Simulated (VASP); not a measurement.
# Br (Fd-3m) in VASP: a series of runs

Runs on Br. Level: LDA. Tasks: single point.

Program: VASP 6.6.1. These are calculated values, not measurements. Logs are shortened: lines on timing, memory, paths and dates and some standing lists are left out, and cuts for length are marked.

### Step 1. The cell of the first run

Symmetry: Fd-3m, No. 227, cubic system. The conventional cell has a = 6.113 Å, b = 6.113 Å, c = 6.113 Å, α = 90.00°, β = 90.00°, γ = 90.00°. Br (site symmetry -43m) has 4 Br at 2.65 Å within 3.5 Å.

### Step 2. Single point, LDA (volume scaled by 0.75)

INCAR

```
ALGO = Normal ; EDIFF = 1E-7
ENCUT = 520 ; ISIF = 2
ISMEAR = -1 ; LASPH = T
LCHARG = F ; LREAL = F
LWAVE = F ; NBANDS = 14
NELM = 100 ; PREC = Accurate
SIGMA = 0.08
```

KPOINTS

```
k-points
0
Gamma
  11 11 11
```

POSCAR

```
Br
1.0
    0.0000000000      3.0563521740      3.0563521740
    3.0563521740      0.0000000000      3.0563521740
    3.0563521740      3.0563521740      0.0000000000
Br
2
Direct
   -0.1250000000     -0.1250000000     -0.1250000000
    0.1250000000      0.1250000000      0.1250000000
```

Potentials or basis: VASP PAW LDA potentials, release 64 (Br).

Started as:

```bash
cat potpaw_LDA.64/Br/POTCAR > POTCAR
mpirun -np 1 vasp_std > vasp.out
```

OUTCAR:

```text
EDIFF = 1E-7
   ENCUT = 520
   ISIF = 2
   ISMEAR = -1
   LASPH = T
   LREAL = F
   NELM = 100
   PREC = Accurate

 ion  position               nearest neighbor table
   1  0.875  0.875  0.875-   2 2.65   2 2.65   2 2.65   2 2.65
   2  0.125  0.125  0.125-   1 2.65   1 2.65   1 2.65   1 2.65

  LATTYP: Found a face centered cubic cell.
 ALAT       =     6.1127043480

  Lattice vectors:

 A1 = (   0.0000000000,   3.0563521740,   3.0563521740)
 A2 = (   3.0563521740,   0.0000000000,   3.0563521740)
 A3 = (   3.0563521740,   3.0563521740,   0.0000000000)

Analysis of symmetry for initial positions (statically):
=====================================================================
 Subroutine PRICEL returns:
 Original cell was already a primitive cell.

 Routine SETGRP: Setting up the symmetry group for a
 face centered cubic supercell.

 Subroutine GETGRP returns: Found 48 space group operations
 (whereof 12 operations were pure point group operations)
 out of a pool of 48 trial point group operations.

The static configuration has the point symmetry D_3d.
 The point group associated with its full space group is O_h .

Analysis of symmetry for dynamics (positions and initial velocities):
=====================================================================
 Subroutine PRICEL returns:
 Original cell was already a primitive cell.

 Routine SETGRP: Setting up the symmetry group for a
 face centered cubic supercell.

 Subroutine GETGRP returns: Found 48 space group operations
 (whereof 12 operations were pure point group operations)
 out of a pool of 48 trial point group operations.

The dynamic configuration has the point symmetry D_3d.
 The point group associated with its full space group is O_h .

 Subroutine INISYM returns: Found 48 space group operations
 (whereof 12 operations are pure point group operations),
 and found     1 'primitive' translations

----------------------------------------------------------------------------------------

                                     Primitive cell

  volume of cell :      57.1005

  direct lattice vectors                    reciprocal lattice vectors
     0.000000000  3.056352174  3.056352174    -0.163593713  0.163593713  0.163593713
     3.056352174  0.000000000  3.056352174     0.163593713 -0.163593713  0.163593713
     3.056352174  3.056352174  0.000000000     0.163593713  0.163593713 -0.163593713

  length of vectors
     4.322334696  4.322334696  4.322334696     0.283352622  0.283352622  0.283352622

  position of ions in fractional coordinates (direct lattice)
     0.875000000  0.875000000  0.875000000
     0.125000000  0.125000000  0.125000000

  ion indices of the primitive-cell ions
   primitive index   ion index
                 1           1
                 2           2

----------------------------------------------------------------------------------------

 KPOINTS: k-points

Automatic generation of k-mesh.
 Grid dimensions read from file:
 generate k-points for:   11   11   11

 Generating k-lattice:

  Cartesian coordinates                     Fractional coordinates (reciprocal lattice)
    -0.014872156  0.014872156  0.014872156     0.090909091  0.000000000  0.000000000
     0.014872156 -0.014872156  0.014872156     0.000000000  0.090909091  0.000000000
     0.014872156  0.014872156 -0.014872156     0.000000000  0.000000000  0.090909091

  Length of vectors
     0.025759329  0.025759329  0.025759329

  Shift w.r.t. Gamma in fractional coordinates (k-lattice)
     0.000000000  0.000000000  0.000000000

 Subroutine IBZKPT returns following result:
 ===========================================

 Found     56 irreducible k-points:

 Following reciprocal coordinates:
            Coordinates               Weight
  0.000000  0.000000  0.000000      1.000000
  0.090909  0.000000  0.000000      8.000000
  0.181818  0.000000  0.000000      8.000000
  0.272727  0.000000  0.000000      8.000000
  0.363636  0.000000  0.000000      8.000000
  0.454545  0.000000  0.000000      8.000000
[... 16 lines left out ...]
 -0.272727  0.181818  0.000000     24.000000
 -0.181818  0.181818  0.000000     12.000000
 [... further k-points ...]
   k-points           NKPTS =     56   k-points in BZ     NKDIM =     56   number of bands    NBANDS=     14
   number of dos      NEDOS =    301   number of ions     NIONS =      2
   total plane-waves  NPLWV =  32768
   dimension x,y,z NGX =    32 NGY =   32 NGZ =   32
   dimension x,y,z NGXF=    64 NGYF=   64 NGZF=   64
   ions per type =               2
   NGX,Y,Z   is equivalent  to a cutoff of  12.31, 12.31, 12.31 a.u.
   NGXF,Y,Z  is equivalent  to a cutoff of  24.62, 24.62, 24.62 a.u.
 SYSTEM =  unknown system
   PREC   = accura    normal or accurate (medium, high low for compatibility)
   ISTART =      0    job   : 0-new  1-cont  2-samecut
   ICHARG =      2    charge: 1-file 2-atom 10-const
   ISPIN  =      1    spin polarized calculation?
   LNONCOLLINEAR =      F non collinear calculations
   LSORBIT =      F    spin-orbit coupling
   LASPH  =      T    aspherical Exc in radial PAW
   ENCUT  =  520.0 eV  38.22 Ry    6.18 a.u.   8.04  8.04  8.04*2*pi/ulx,y,z
   NELM   =    100;   NELMIN=  2; NELMDL= -5     # of ELM steps
   EDIFF  = 0.1E-06   stopping-criterion for ELM
   LREAL  =      F    real-space projection
   EDIFFG = 0.1E-05   stopping-criterion for IOM
   NSW    =      0    number of steps for IOM
   IBRION =     -1    ionic relax: 0-MD 1-quasi-New 2-CG
   NFREE  =      0    steps in history (QN), initial steepest desc. (CG)
   ISIF   =      2    stress and relaxation
   ISYM   =      2    0-nonsym 1-usesym 2-fastsym
   POTIM  = 0.5000    time-step for ionic-motion
   TEBEG  =    0.0;   TEEND  =   0.0 temperature during run
   PSTRESS=    0.0 pullay stress
   NELECT =      14.0000    total number of electrons
   NUPDOWN=      -1.0000    fix difference up-down
   EMIN   =  10.00;   EMAX   =-10.00  energy-range for DOS
   EFERMI =   0.00;   METHOD = LEGACY
   ISMEAR =    -1;   SIGMA  =   0.08  broadening in eV -4-tet -1-fermi 0-gaus
   EFERMI_NEDOS =   21; number of points for ismear=-14 and -15
   IALGO  =     38    algorithm
   IMIX   =      4    mixing-type and parameters
     AMIX     =   0.40;   BMIX     =  1.00
     AMIX_MAG =   1.60;   BMIX_MAG =  1.00
  volume/ion in A,a.u.               =      28.55       192.67
  Fermi-wavevector in a.u.,A,eV,Ry     =   1.024639  1.936287 14.284547  1.049885
  Thomas-Fermi vector in A             =   2.158437
   LORBIT       =      0    0 simple, 1 ext, 2 COOP (PROOUT), +10 PAW based schemes
   GGA     = CA    functional components
   LHFCALC =     F    Hartree Fock is set to
   AEXX    =    0.0000 exact exchange contribution
   IVDW    =     0    specifies the selected vdW correction
   LEPSILON=     F    determine dielectric tensor
   LRPA    =     F    only Hartree local field effects (RPA)
 non-spin polarized calculation
  energy-cutoff  :      520.00
  volume of cell :       57.10
 maximum number of plane-waves:      1558
   NGX = 17   NGY = 17   NGZ = 17

 number of electron      13.9999997 magnetization

 Free energy of the ion-electron system (eV)
  ---------------------------------------------------
  ext. energy  EPLUGINS =         0.00000000
  ---------------------------------------------------
  free energy    TOTEN  =        -2.32906920 eV

  energy without entropy =       -2.27361930  energy(sigma->0) =       -2.30134425

 E-fermi :   2.4186     XC(G=0):  -8.9100

 val. band max:        2.4107537807   @ k =  -0.2727   0.3636   0.0909
 cond. band min:       2.4545458673   @ k =   0.3636   0.2727   0.0000
 fundamental gap:      0.0437920866
 Fermi energy:         2.4186194413

 k-point     1 :       0.0000    0.0000    0.0000
  band No.  band energies     occupation
      1     -15.3060      2.00000
      2     -10.5885      2.00000
      3      -2.2207      2.00000
      4      -2.2207      2.00000
      5      -2.2207      2.00000
      6       0.5882      2.00000
      7       0.5882      2.00000
      8       0.5882      2.00000
      9       6.5550      0.00000
     10      10.3567      0.00000
     11      10.3567      0.00000
     12      12.3475      0.00000
     13      12.3475      0.00000
     14      12.3475      0.00000

 k-point     2 :       0.0909    0.0000    0.0000
  band No.  band energies     occupation
      1     -15.2533      2.00000
      2     -10.7022      2.00000
      3      -2.2921      2.00000
      4      -2.2921      2.00000
      5      -2.2592      2.00000
      6       0.6757      2.00000
      7       0.6938      2.00000
      8       0.6938      2.00000
      9       6.8196      0.00000
     10      10.1080      0.00000
     11      10.1080      0.00000
     12      12.0976      0.00000
     13      12.8684      0.00000
     14      12.8684      0.00000

 k-point     3 :       0.1818    0.0000    0.0000
  band No.  band energies     occupation
      1     -15.1008      2.00000
      2     -11.0120      2.00000
      3      -2.4621      2.00000
      4      -2.4621      2.00000
      5      -2.3888      2.00000
      6       0.9524      2.00000
      7       0.9524      2.00000
      8       0.9844      2.00000
      9       7.4747      0.00000
     10       9.7861      0.00000
     11       9.7861      0.00000
     12      11.6913      0.00000
     13      13.9684      0.00000
     14      13.9684      0.00000
[... 324 lines left out ...]
 k-point    23 :      -0.2727    0.1818    0.0000
  band No.  band energies     occupation
      1     -14.5167      2.00000
      2     -11.9901      2.00000
      3      -3.6356      2.00000
      4      -2.8125      2.00000
      5      -1.7975      2.00000
      6       1.1885      2.00000
      7       1.5579      1.99996
      8       2.3126      1.58018
      9       8.5831      0.00000
     10       9.2290      0.00000
     11       9.8033      0.00000
     12      12.0816      0.00000
     13      13.6210      0.00000
     14      14.4553      0.00000

 k-point    24 :      -0.1818    0.1818    0.0000
  band No.  band energies     occupation
      1     -14.7805      2.00000
      2     -11.5812      2.00000
      3      -3.3295      2.00000
      4      -2.6166      2.00000
      5      -1.9443      2.00000
      6       0.9854      2.00000
      7       1.2298      2.00000
      8       1.9640      1.99321
      9       8.4219      0.00000
     10       9.1067      0.00000
     11       9.7869      0.00000
     12      12.9599      0.00000
     13      12.9680      0.00000
     14      14.1458      0.00000

 [... further k-points ...]
[... 5 lines left out ...]
  --------------------------------------------------------------------------------------
  -------------------------------------------------------------------------------------
  Total        4.4154974      4.4154974      4.4154974     -0.0000000      0.0000000     -0.0000000
  in kB      123.8939310    123.8939310    123.8939310     -0.0000000      0.0000000     -0.0000000
  external PRESSURE =     123.8939310 kB  Pullay stress =       0.0000000 kB

 VOLUME and BASIS-vectors are now :
 -----------------------------------------------------------------------------
  energy-cutoff  :      520.00
  volume of cell :       57.10
      direct lattice vectors                 reciprocal lattice vectors
     0.000000000  3.056352174  3.056352174    -0.163593713  0.163593713  0.163593713
     3.056352174  0.000000000  3.056352174     0.163593713 -0.163593713  0.163593713
     3.056352174  3.056352174  0.000000000     0.163593713  0.163593713 -0.163593713

 POSITION                                       TOTAL-FORCE (eV/Angst)
 -----------------------------------------------------------------------------------
      5.34862      5.34862      5.34862        -0.000000     -0.000000     -0.000000
      0.76409      0.76409      0.76409         0.000000      0.000000      0.000000
 -----------------------------------------------------------------------------------
    total drift:                                0.000000      0.000000     -0.000000

  FREE ENERGIE OF THE ION-ELECTRON SYSTEM (eV)
  ---------------------------------------------------
  free  energy   TOTEN  =        -2.3290691969 eV

  energy  without entropy=       -2.2736192977  energy(sigma->0) =       -2.30134425
```

Run time: 21 s. Hardware: 1 thread of Intel Xeon Platinum 8259CL at 2.50GHz (Skylake/Cascade Lake), shared host; peak memory 0.17 GiB.

Results:

```
Free energy            : -2.3291 eV
Pressure               : 12.4 GPa
Band gap on the k mesh : zero (band 7 reaches 3.19 eV, above the bottom of band 8 at 0.59 eV)
```

### Step 3. Single point, LDA (volume scaled by 0.85)

INCAR

```
SYSTEM = Br
  ALGO = Normal
  EDIFF = 1E-7
  ENCUT = 520
  ISIF = 2
  ISMEAR = -1
  LASPH = .TRUE.
  LCHARG = .FALSE.
  LREAL = .FALSE.
  LWAVE = .FALSE.
  NBANDS = 14
  NELM = 60
  PREC = Accurate
  SIGMA = 0.08
```

KPOINTS

```
k-points
0
G
  11 11 11
  0 0 0
```

POSCAR

```
Br
1.0
    0.0000000000      3.1865637839      3.1865637839
    3.1865637839      0.0000000000      3.1865637839
    3.1865637839      3.1865637839      0.0000000000
Br
2
Direct
   -0.1250000000     -0.1250000000     -0.1250000000
    0.1250000000      0.1250000000      0.1250000000
```

Potentials or basis: VASP PAW LDA potentials, release 64 (Br).

Started as:

```bash
cat potpaw_LDA.64/Br/POTCAR > POTCAR
mpirun -np 1 vasp_std > vasp.out
```

Run time: 35 s. Hardware: 1 thread of Intel Xeon Platinum 8259CL at 2.50GHz (Skylake/Cascade Lake), shared host; peak memory 0.19 GiB.

It converged, with:

```yaml
Free_energy: -2.7344 eV
Pressure: 5.3 GPa
Band_gap_on_the_k_mesh: zero (band 7 reaches 1.69 eV, above the bottom of band 8 at -0.39 eV)
```

Levels at points of the mesh, in eV from the Fermi level:
| k point | band 3 | band 4 | band 5 | band 6 | band 7 | band 8 | band 9 | band 10 | band 11 | band 12 |
| --- | --- | --- | --- | --- | --- | --- | --- | --- | --- | --- |
| (0.00, 0.00, 0.00) | -3.96 | -3.96 | -3.96 | -1.47 | -1.47 | -1.47 | 4.36 | 8.30 | 8.30 | 10.06 |

### Step 4. Single point, LDA (volume scaled by 0.85)

INCAR

```
SYSTEM = Br
PREC = Accurate
ENCUT = 520
EDIFF = 1E-6
ISMEAR = -1
SIGMA = 0.08
LREAL = .FALSE.
LASPH = .TRUE.
NELM = 60
ALGO = Normal
ISIF = 2
LWAVE = .FALSE.
LCHARG = .FALSE.
GGA = CA
NBANDS = 14
```

KPOINTS

```
regular mesh
0
G
  11 11 11
  0 0 0
```

POSCAR is that of step 3.

Potentials or basis: VASP PAW LDA potentials, release 64 (Br).

Started as:

```bash
cat potpaw_LDA.64/Br/POTCAR > POTCAR
mpirun -np 1 vasp_std > vasp.out
```

OUTCAR:

```text
SYSTEM = Br
   PREC = Accurate
   ENCUT = 520
   EDIFF = 1E-6
   ISMEAR = -1
   LREAL = .FALSE.
   LASPH = .TRUE.
   NELM = 60
   ISIF = 2
   GGA = CA

 ion  position               nearest neighbor table
   1  0.875  0.875  0.875-   2 2.76   2 2.76   2 2.76   2 2.76
   2  0.125  0.125  0.125-   1 2.76   1 2.76   1 2.76   1 2.76

  LATTYP: Found a face centered cubic cell.
 ALAT       =     6.3731275678

  Lattice vectors:

 A1 = (   0.0000000000,   3.1865637839,   3.1865637839)
 A2 = (   3.1865637839,   0.0000000000,   3.1865637839)
 A3 = (   3.1865637839,   3.1865637839,   0.0000000000)

Analysis of symmetry for initial positions (statically):
=====================================================================
 Subroutine PRICEL returns:
 Original cell was already a primitive cell.

 Routine SETGRP: Setting up the symmetry group for a
 face centered cubic supercell.

 Subroutine GETGRP returns: Found 48 space group operations
 (whereof 12 operations were pure point group operations)
 out of a pool of 48 trial point group operations.

The static configuration has the point symmetry D_3d.
 The point group associated with its full space group is O_h .

[... 168 lines left out ...]
 k-point     1 :       0.0000    0.0000    0.0000
  band No.  band energies     occupation
      1     -15.6505      2.00000
      2     -11.9846      2.00000
      3      -2.8742      2.00000
      4      -2.8742      2.00000
      5      -2.8742      2.00000
      6      -0.3882      2.00000
      7      -0.3882      2.00000
      8      -0.3882      2.00000
      9       5.4482      0.00000
     10       9.3871      0.00000
     11       9.3871      0.00000
     12      11.1446      0.00000
     13      11.1446      0.00000
     14      11.1446      0.00000
[... 377 lines left out ...]
      1     -15.2219      2.00000
      2     -12.6999      2.00000
      3      -3.8000      2.00000
      4      -3.2112      2.00000
      5      -2.7172      2.00000
      6      -0.1274      2.00000
      7       0.1409      1.99998
      8       0.7381      1.97376
      9       7.1551      0.00000
     10       8.2498      0.00000
     11       8.7610      0.00000
     12      11.4120      0.00000
     13      11.7260      0.00000
     14      12.7441      0.00000

 [... further k-points ...]
[... 5 lines left out ...]
  --------------------------------------------------------------------------------------
  -------------------------------------------------------------------------------------
  Total        2.1565702      2.1565702      2.1565702      0.0000000     -0.0000000     -0.0000000
  in kB       53.3920192     53.3920192     53.3920192      0.0000000     -0.0000000     -0.0000000
  external PRESSURE =      53.3920192 kB  Pullay stress =       0.0000000 kB

 VOLUME and BASIS-vectors are now :
 -----------------------------------------------------------------------------
  energy-cutoff  :      520.00
  volume of cell :       64.71
      direct lattice vectors                 reciprocal lattice vectors
     0.000000000  3.186563784  3.186563784    -0.156908832  0.156908832  0.156908832
     3.186563784  0.000000000  3.186563784     0.156908832 -0.156908832  0.156908832
     3.186563784  3.186563784  0.000000000     0.156908832  0.156908832 -0.156908832

 POSITION                                       TOTAL-FORCE (eV/Angst)
 -----------------------------------------------------------------------------------
      5.57649      5.57649      5.57649        -0.000000     -0.000000     -0.000000
      0.79664      0.79664      0.79664         0.000000      0.000000      0.000000
 -----------------------------------------------------------------------------------
    total drift:                               -0.000000      0.000000      0.000000

  FREE ENERGIE OF THE ION-ELECTRON SYSTEM (eV)
  ---------------------------------------------------
  free  energy   TOTEN  =        -2.7343866209 eV

  energy  without entropy=       -2.6671745826  energy(sigma->0) =       -2.70078060
```

stdout:

```text
POSCAR found type information on POSCAR Br
 POSCAR found :  1 types and       2 ions
 scaLAPACK will be used
 LDA part: xc-table for (Slater(with rela. corr.)+CA(PZ))
 , standard interpolation
 POSCAR, INCAR and KPOINTS ok, starting setup
 FFT: planning ... GRIDC
 FFT: planning ... GRID_SOFT
 FFT: planning ... GRID
 WAVECAR not read
 entering main loop
```

It took 29 s on 1 thread of Intel Xeon Platinum 8259CL at 2.50GHz (Skylake/Cascade Lake), shared host; peak memory 0.19 GiB.

What came out:

| Quantity | Value |
| --- | --- |
| Free energy | -2.7344 eV |
| Pressure | 5.3 GPa |
| Band gap on the k mesh | zero (band 7 reaches 1.69 eV, above the bottom of band 8 at -0.39 eV) |

Levels at points of the mesh, in eV from the Fermi level:
| k point | band 5 | band 6 | band 7 | band 8 | band 9 | band 10 |
| --- | --- | --- | --- | --- | --- | --- |
| (0.00, 0.00, 0.00) | -3.96 | -1.47 | -1.47 | -1.47 | 4.36 | 8.30 |
